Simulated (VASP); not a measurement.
## SrCl2: electric field gradients with LDA

The system is SrCl2.

```
Sr Cl
1.0
     0.00000    3.46211    3.46211
     3.46211    0.00000    3.46211
     3.46211    3.46211    0.00000
Sr Cl
1 2
Direct
  0.00000 0.00000 0.00000
  0.25000 0.25000 0.25000
  0.75000 0.75000 0.75000
```

- Program: VASP 6.6.1
- Task: electric field gradients
- Functional: LDA
- Potentials or basis: VASP PAW LDA potentials, release 64 (Sr_sv, Cl)
- Cutoff: 520 eV
- k mesh: 8 × 8 × 8
- Occupations: fermi-dirac, width 0.01 eV
- Spin: no spin polarisation
- Dipole correction: no
- Further INCAR settings: ALGO = Normal; EDIFF = 1e-08; NBANDS = 19

```
Pressure                                : -2.0 GPa
Band gap on the k mesh                  : 4.97 eV (least direct gap 5.14 eV)
Largest electric field gradient by atom : zero within the noise of the run
```

Levels at points of the mesh, in eV from the valence-band top:
```tsv
k point	band 8	band 9	band 10	band 11	band 12	band 13	band 14	band 15	band 16	band 17
(0.00, 0.00, 0.00)	-2.28	-2.28	-0.36	-0.36	-0.36	4.97	5.81	5.81	8.74	8.74
(0.50, 0.00, 0.00)	-1.69	-1.61	-1.42	-1.11	-1.11	6.46	6.46	7.38	7.47	8.57
(0.50, 0.50, 0.00)	-1.98	-1.98	-0.44	-0.44	0.00	5.14	6.87	7.40	7.91	7.91
```

Wall time 21 s on 1 thread of Intel(R) Xeon(R) Platinum 8488C (Sapphire Rapids) (shared host), peak memory 0.19 GiB.

A k mesh can miss the band edges.
